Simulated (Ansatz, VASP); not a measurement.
**CaZr2N3: VASP beside Ansatz**

```
Ca Zr N
1.0
     2.29992   -5.33001    0.00000
     2.29992    5.33001    0.00000
     0.00000    0.00000    3.48027
Ca Zr N
1 2 3
Cartesian
  0.0000 0.0000 0.0000
  2.2999 -1.5883 1.7401
  2.2999 1.5883 1.7401
  2.2999 3.6377 1.7401
  2.2999 -3.6377 1.7401
  2.2999 0.0000 0.0000
```

Change from the starting cell: species swapped into the Li2BiO3 type (Cmmm, No. 65).

Alike in both runs: task single point; functional PBE; k mesh 4 × 4 × 6; occupations gaussian, width 0.1 eV; collinear spin.

```csv
,VASP,Ansatz
version,VASP 6.6.1,Ansatz 0.2.0
potentials or method,"VASP PAW PBE potentials, release 64 (Ca_sv, Zr_sv, N), cutoff 520 eV","scalar-relativistic, plane waves, PAW"
valence electrons in the cell,49,49
```

Ansatz gave:

* gap on the k mesh at the Fermi level (eV): none
* pressure (GPa): -0.1
* traceless stress, the component that is largest in VASP (GPa): 0.07
* rms of the force components (eV/Å): 0.005
* net moment per atom (μB): 0.00

Task: Estimate VASP's values.

Result: gap on the k mesh at the Fermi level (eV): none; pressure (GPa): 0.3; traceless stress, the component that is largest in VASP (GPa): -0.07; rms of the force components (eV/Å): 0.010; net moment per atom (μB): 0.00.

Atom by atom the forces differ by 0.007 eV/Å (rms over components). A gap of «none» marks a metal or a gap that the smearing closes. Ansatz's warnings: seeded moment not kept.

The k mesh is coarse, so the values compare programs but aren't converged.
